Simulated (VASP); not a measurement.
Runs of VASP 6.6.1 on WS2. The structure is that of space group P4/mmm (No. 123), or close to it. The cells are those of the table. 

| cell | gap on the mesh (eV) | pressure (GPa) | largest force (eV/Å) |
| --- | --- | --- | --- |
| a = 3.110, b = 3.110, c = 6.448 Å, 3 atoms | none | (a) | 4.28 |
| a = 2.988, b = 2.988, c = 6.195 Å, 3 atoms | none | -13.5 | 4.33 |
| a = 3.071, b = 3.071, c = 6.366 Å, 3 atoms | none | -19.7 | (c) |
| a = 3.009, b = 3.009, c = 6.239 Å, 3 atoms | none | (b) | 4.33 |
| a = 3.051, b = 3.051, c = 6.324 Å, 3 atoms | none | -18.3 | 4.42 |

Alike in all rows: task single point; level PBE; potentials or basis VASP PAW PBE potentials, release 64 (W_sv, S); no spin polarisation; k mesh 9 × 9 × 4; cutoff (eV) 520; smearing fermi-dirac 0.05 eV.

Estimate the missing entries.

(a) -21.7; (b) -15.4; (c) 4.31.

Caveats: spin-orbit coupling is left out, which moves the levels of the heavy elements; forces of over 1 eV/Å act on the atoms, so gaps and moduli don't describe the material at rest.

A k mesh can miss the band edges, and the runs leave out spin-orbit coupling on W.

A gap of «none» marks levels without a gap at the run's occupations.
